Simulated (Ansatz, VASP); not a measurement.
Cs: VASP beside Ansatz

The input INCAR:

```
SYSTEM = Cs
ALGO = Normal
EDIFF = 1E-6
ENCUT = 520
GGA = RE
ISIF = 2
ISMEAR = -1
LASPH = .TRUE.
LCHARG = .FALSE.
LREAL = .FALSE.
LWAVE = .FALSE.
NBANDS = 20
NELM = 100
PREC = Accurate
SIGMA = 0.1
```

File KPOINTS:

```
k-points
0
G
  5 5 7
  0 0 0
```

POSCAR

```
Cs
1.0
    8.9597800768      0.0000000000      0.0000000000
   -4.4798900384      7.7593971588      0.0000000000
    0.0000000000      0.0000000000      5.3811140937
Cs
3
Direct
    0.0000000000      0.0000000000      0.0000000000
    0.3333333333      0.6666666667      0.5000000000
    0.6666666667      0.3333333333      0.5000000000
```

Input for Ansatz:

```yaml
crystal:
  lattice:
    - [8.9597800768, 0.0, 0.0]
    - [-4.4798900384, 7.7593971588, 0.0]
    - [0.0, 0.0, 5.3811140937]
  atoms:
    - { symbol: Cs, position: [0.0, 0.0, 0.0] }
    - { symbol: Cs, position: [0.3333333333, 0.6666666667, 0.5] }
    - { symbol: Cs, position: [0.6666666667, 0.3333333333, 0.5] }
hamiltonian:
  xc: revpbe
  pseudopotentials:
    kind: paw
    azcp:
      Cs: "pseudopotentials/Cs.paw.azcp"
basis:
  ecutwfc: 420
  fft_grid_basis: typed
kpoints:
  mp_grid: { grid: [5, 5, 7], shift: [0, 0, 0] }
magnetization:
  spin_polarized: false
scf:
  occupations: { method: fermi_dirac, width: 0.1 }
  lower_state_search: "off"
output:
  stress: true
```

Alike in both runs: task single point; functional revPBE; k mesh 5 × 5 × 7; occupations fermi-dirac, width 0.1 eV; no spin polarisation.

|  | VASP | Ansatz |
| --- | --- | --- |
| version | VASP 6.6.1 | Ansatz 0.2.0 |
| potentials or method | VASP PAW PBE potentials, release 64 (Cs_sv), cutoff 520 eV | plane waves (420 eV) with PAW, scalar-relativistic |
| valence electrons in the cell | 27 | 27 |

```csv
,VASP,Ansatz,Ansatz less VASP
pressure (GPa),0.1,0.1,+0.01
```

VASP's potentials were made for PBE, not for revPBE.

Neither program's run includes spin-orbit coupling.
